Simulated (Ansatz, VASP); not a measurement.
## One calculation of Pd, two programs

```
Pd
1.0
     2.71664    0.00000    0.00000
     0.00000    3.84191    0.00000
     0.00000    0.00000   21.43330
Pd
5
Direct
  0.00000 0.00000 0.37766
  0.50000 0.50000 0.43465
  0.00000 0.00000 0.50000
  0.50000 0.50000 0.56535
  0.00000 0.00000 0.62234
```

Alike in both runs: functional LDA; k mesh 13 × 10 × 1; occupations fermi-dirac, width 0.1 eV; no spin polarisation.

Ansatz relaxed the structure, and its values are those at the end. VASP's run is a single point on that final structure, the one shown.

|  | VASP | Ansatz |
| --- | --- | --- |
| version | VASP 6.6.1 | Ansatz 0.2.0 |
| potentials or method | VASP PAW LDA potentials, release 64 (Pd) | PAW with Ansatz's default frozen-core files, scalar-relativistic |
| plane-wave cutoff (eV) | 520 | 420 |
| valence electrons in the cell | 50 | 90 |

VASP gave:

- rms of the force components (eV/Å): 0.004

Question: What did Ansatz give for the same quantities?

Answer: rms of the force components (eV/Å): 0.000.

LDA's correlation is that of Perdew and Zunger in VASP and of Perdew and Wang (1992) in Ansatz. VASP's potentials hold 50 valence electrons a cell and Ansatz's 90, so a difference there can come from the potentials and not from the codes. Ansatz's warnings: stress scf threshold loose, xc potential rough in thin density.
